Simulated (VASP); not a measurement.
**SnSe: electric field gradients with PBE**

Crystal: SnSe.

```
Sn Se
1.0
     0.00000    3.01043    3.01043
     3.01043    0.00000    3.01043
     3.01043    3.01043    0.00000
Sn Se
1 1
Direct
  0.94000 0.94000 0.06000
  0.56000 0.56000 0.44000
```

This cell differs from its parent crystal: shortest bond scaled by 0.76.

```
Program                : VASP 6.6.1
Task                   : electric field gradients
Functional             : PBE
Potentials or basis    : VASP PAW PBE potentials, release 64 (Sn_d, Se)
Cutoff                 : 520 eV
k mesh                 : 9 × 9 × 9
Occupations            : fermi-dirac, width 0.05 eV
Spin                   : no spin polarisation
Dipole correction      : no
Further INCAR settings : ALGO = Normal; EDIFF = 1e-08; NBANDS = 17
```

| Property | Result |
| --- | --- |
| Pressure | 12.6 GPa |
| Largest force | 4.776 eV/Å |
| Band gap on the k mesh | 0.84 eV, indirect (least direct gap 1.11 eV) |

Forces on the atoms (eV/Å):
```
Sn   0.000  0.000  4.776
Se   0.000  0.000 -4.776
```

Stress tensor (GPa, compression positive):
```
 3.03  0.00  0.00
 0.00  3.03  0.00
 0.00  0.00 31.60
```

Levels at points of the mesh, in eV from the valence-band top:
```
           k point  band 7  band 8  band 9  band 10  band 11  band 12  band 13  band 14
(0.00, 0.00, 0.00)   -4.88   -3.17   -2.07    -2.07     2.32     2.32     5.50     5.99
```

Electric field gradients, principal values (V/Å²):
```csv
atom,least,middle,greatest (by size)
1 Sn,180.648,180.649,-361.297
2 Se,4.110,4.110,-8.221
```

It took 40 s on 1 thread of Intel(R) Xeon(R) Platinum 8488C (Sapphire Rapids) (shared host), peak memory 0.22 GiB.

Caveat: the cell differs from its parent crystal (shortest bond scaled by 0.76); without QUAD_EFG the Cq values of the log hold for a quadrupole moment of 1 mb, not for the nuclei; spin-orbit coupling is left out, which moves the levels of the heavy elements; forces of over 1 eV/Å act on the atoms, so gaps and moduli don't describe the material at rest. A k mesh can miss the band edges.
